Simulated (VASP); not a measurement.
GaSb:

```xyz
2
Lattice="0.0000 3.0590 3.0590 3.0590 0.0000 3.0590 3.0590 3.0590 0.0000" Properties=species:S:1:pos:R:3 pbc="T T T"
Sb    4.5885    4.5885    4.5885
Ga    0.0000    0.0000    0.0000
```

| Quantity | Value |
| --- | --- |
| Program | VASP 6.6.1 |
| Task | relaxation of cell and atoms |
| Functional | BLYP |
| Potentials or basis | VASP PAW PBE potentials, release 64 (Sb, Ga_d) |
| Cutoff | 600 eV |
| k mesh | 8 × 8 × 8 |
| Occupations | fermi-dirac, width 0.05 eV |
| Spin | no spin polarisation |

At the start: pressure 5.5 GPa; volume 28.62 Å³/atom.

Where does the relaxation end?

Over 18 steps the energy falls by 54.5 meV/atom and the volume is 32.13 Å³/atom (+12.2 %); space group F-43m (No. 216, to 0.05 Å).

Step by step:
```tsv
step	energy change (eV)	largest force (eV/Å)	pressure (GPa)	volume (Å³)
1	0.0000	0.0000	5.51	57.25
2	-0.1055	0.0000	-0.68	65.79
3	-0.1090	0.0000	-0.05	64.36
4	-0.1090	0.0000	0.04	64.21
5	-0.1090	0.0000	0.06	64.21
6	-0.1090	0.0000	0.06	64.22
7	-0.1090	0.0000	0.05	64.22
8	-0.1090	0.0000	0.06	64.22
9	-0.1090	0.0000	0.06	64.22
10	-0.1090	0.0000	0.06	64.22
11	-0.1090	0.0000	0.06	64.22
12	-0.1090	0.0000	0.06	64.22
13	-0.1090	0.0000	0.06	64.22
14	-0.1090	0.0000	0.06	64.22
15	-0.1090	0.0000	0.06	64.22
16	-0.1090	0.0000	0.06	64.23
17	-0.1090	0.0000	0.03	64.24
18	-0.1090	0.0000	0.01	64.26
```

Final structure:
```xyz
2
Lattice="0.0000 3.1791 3.1791 3.1791 0.0000 3.1791 3.1791 3.1791 0.0000" Properties=species:S:1:pos:R:3 pbc="T T T"
Sb    4.7686    4.7686    4.7686
Ga    0.0000    0.0000    0.0000
```

Caveat: the PAW data sets were made with another functional, which shifts forces and pressure a little; the volume moved by +12 % from the deposited cell, more than functionals usually miss.
